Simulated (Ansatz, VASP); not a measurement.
**K3AlO2: VASP beside Ansatz**

```
K Al O
1.0
     4.68811    0.00000    0.00000
    -2.34406    4.06002    0.00000
     0.00000    0.00000    6.74305
K Al O
3 1 2
Direct
  0.00000 0.00000 0.50000
  0.33333 0.66667 0.00000
  0.33333 0.66667 0.50000
  0.00000 0.00000 0.00000
  0.66667 0.33333 0.25309
  0.66667 0.33333 0.74691
```

Change from the starting cell: species swapped into the Ce2CoSi3 type (P-6m2, No. 187).

Alike in both runs: functional PBE; k mesh 12 × 12 × 6; occupations gaussian, width 0.02 eV; no spin polarisation.

Ansatz relaxed the structure, and its values are those at the end. VASP's run is a single point on that final structure, the one shown.

|  | VASP | Ansatz |
| --- | --- | --- |
| version | VASP 6.6.1 | Ansatz 0.2.0 |
| potentials or method | VASP PAW PBE potentials, release 64 (K_sv, Al, O), cutoff 520 eV | scalar-relativistic, plane waves, PAW |
| valence electrons in the cell | 42 | 42 |

|  | VASP | Ansatz | Ansatz less VASP |
| --- | --- | --- | --- |
| gap on the k mesh at the Fermi level (eV) | 0.29 | 0.29 | +0.003 |
| least direct gap on the mesh (eV) | 0.45 | 0.46 | +0.003 |
| pressure (GPa) | 0.1 | 0.0 | -0.11 |
